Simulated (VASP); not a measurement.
Wanted: the native input for a VASP 6.6.1 run.

* Task: electric field gradients
* Functional: PBEsol
* Potentials or basis: VASP PAW PBE potentials, release 64 (W_sv, Se)
* Cutoff: 520 eV
* k mesh: 11 × 11 × 3
* Occupations: fermi-dirac, width 0.08 eV
* Spin: no spin polarisation
* Dipole correction: no
* Further INCAR settings: ALGO = Normal; EDIFF = 1e-08; NBANDS = 35

The structure of WSe2 lies in POSCAR:

```
WSe2
1.0
    3.2899984505      0.0328999845      0.0328999845
   -1.6165070028      2.8327722442      0.0120422301
    0.1297000000      0.1297000000     12.9700000000
W Se
2 4
Direct
    0.3333333333      0.6666666667      0.2500000000
    0.6666666667      0.3333333333      0.7500000000
    0.3333333333      0.6666666667      0.6210000000
    0.6666666667      0.3333333333      0.1210000000
    0.3333333333      0.6666666667      0.8790000000
    0.6666666667      0.3333333333      0.3790000000
```

This cell differs from its parent crystal: equal xy, yz and zx shear strains of +2 %.

One way to write it, as run:

INCAR

```
SYSTEM = WSe2
ALGO     = Normal         ! electronic algorithm
EDIFF    = 1E-8           ! SCF threshold, eV
ENCUT    = 520            ! plane-wave cutoff, eV
GGA      = PS             ! functional
ISIF     = 2              ! what is computed and relaxed
ISMEAR   = -1             ! smearing method
LASPH    = .TRUE.         ! aspherical terms in the spheres
LCHARG   = .FALSE.        ! write CHGCAR
LEFG     = .TRUE.       
LREAL    = .FALSE.        ! projectors in reciprocal space
LWAVE    = .FALSE.        ! write WAVECAR
NBANDS   = 35             ! bands
NELM     = 100            ! most SCF steps
PREC     = Accurate       ! precision mode
SIGMA    = 0.08           ! smearing width, eV
```

KPOINTS

```
k-points
0
G
  11 11 3
  0 0 0
```

Potentials or basis: VASP PAW PBE potentials, release 64 (W_sv, Se).

Command:

```bash
$ cat potpaw_PBE.64/W_sv/POTCAR potpaw_PBE.64/Se/POTCAR > POTCAR
$ mpirun -np 1 vasp_std > vasp.out
```

It gave:

```json
{
  "Pressure": "-0.6 GPa",
  "Largest force": "0.421 eV/Å",
  "Band gap on the k mesh": "0.91 eV (least direct gap 1.70 eV)",
  "Largest electric field gradient by atom": "W -161.1; Se -76.6, -78.1 (each value once) V/Å²"
}
```

Caveat: the cell differs from its parent crystal (equal xy, yz and zx shear strains of +2 %); without QUAD_EFG the Cq values of the log hold for a quadrupole moment of 1 mb, not for the nuclei; the PAW data sets were made with another functional, which shifts forces and pressure a little; spin-orbit coupling is left out, which moves the levels of the heavy elements; an odd mesh through Γ misses points on the zone boundary, where band edges can lie.

Wall time 8.3 min on 1 thread of Intel(R) Xeon(R) Platinum 8488C (Sapphire Rapids), with other jobs on the host, peak memory 0.68 GiB.
